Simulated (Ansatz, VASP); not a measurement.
# Two plane-wave programs on BiO4

The input INCAR:

```
SYSTEM = BiO4
PREC     = Accurate       ! precision mode
ENCUT    = 600            ! plane-wave cutoff, eV
EDIFF    = 1E-7           ! SCF threshold, eV
ISMEAR   = 0              ! smearing method
SIGMA    = 0.1            ! smearing width, eV
LREAL    = .False.        ! projectors in reciprocal space
LASPH    = .True.         ! aspherical terms in the spheres
NELM     = 80             ! most SCF steps
ALGO     = Normal         ! electronic algorithm
ISIF     = 3              ! what is computed and relaxed
LWAVE    = .False.        ! write WAVECAR
LCHARG   = .False.        ! write CHGCAR
GGA      = PE             ! functional
IBRION   = 2              ! ionic algorithm
NSW      = 100            ! ionic steps
EDIFFG   = -0.01          ! ionic threshold
```

The input KPOINTS:

```
Automatic mesh
0
Gamma
  12 12 12
  0 0 0
```

File POSCAR:

```
BiO4
1.0
   -2.1584448128      2.1584448128      3.1366986901
    2.1584448128     -2.1584448128      3.1366986901
    2.1584448128      2.1584448128     -3.1366986901
Bi O
1 4
Direct
    0.0000000000      0.0000000000      0.0000000000
    0.2500000000      0.7500000000      0.5000000000
    0.7500000000      0.2500000000      0.5000000000
    0.4033023677      0.4033023677      0.0000000000
    0.5966976323      0.5966976323      0.0000000000
```

Input for Ansatz:

```yaml
crystal:
  lattice:
    - [-2.1584448128, 2.1584448128, 3.1366986901]
    - [2.1584448128, -2.1584448128, 3.1366986901]
    - [2.1584448128, 2.1584448128, -3.1366986901]
  atoms:
    - { symbol: Bi, position: [0.0, 0.0, 0.0] }
    - { symbol: O, position: [0.25, 0.75, 0.5] }
    - { symbol: O, position: [0.75, 0.25, 0.5] }
    - { symbol: O, position: [0.4033023677, 0.4033023677, 0.0] }
    - { symbol: O, position: [0.5966976323, 0.5966976323, 0.0] }
basis:
  ecutwfc: 420
kpoints:
  mp_grid: { grid: [12, 12, 12] }
hamiltonian:
  xc: pbe
scf:
  occupations: { method: gaussian, width: 0.1 }
output:
  forces: true
  stress: true
  eigenvalues: true
  write_density: true
  write_potential: true
  elf: true
  volumetric_format: npy
relax:
  adjacent_minimum: "off"
  f_tol: 0.01
  max_steps: 80
  cell: { stress_tol: 0.05 }
```

Change from the starting cell: species swapped into the CaGa4 type (I4/mmm, No. 139).

Alike in both runs: task relaxation of cell and atoms; functional PBE; k mesh 12 × 12 × 12; occupations gaussian, width 0.1 eV; no spin polarisation.

```csv
,VASP,Ansatz
version,VASP 6.6.1,Ansatz 0.2.0
potentials or method,"VASP PAW PBE potentials, release 64 (Bi_d, O), cutoff 600 eV","scalar-relativistic, plane waves, PAW"
valence electrons in the cell,39,39
```

VASP gave:

* gap on the k mesh at the Fermi level, each at its own relaxed structure (eV): none
* relaxed volume (Å³/atom): 11.70
* relaxed cell length with the largest relative difference (Å): 4.375

Task: What did Ansatz give for the same quantities?

Result: gap on the k mesh at the Fermi level, each at its own relaxed structure (eV): none; relaxed volume (Å³/atom): 11.72; relaxed cell length with the largest relative difference (Å): 4.378.

A gap of «none» marks a metal or a gap that the smearing closes.

Spin-orbit coupling is off throughout. Noted on VASP's run: the standard files for N, O and F lose accuracy on very short bonds.
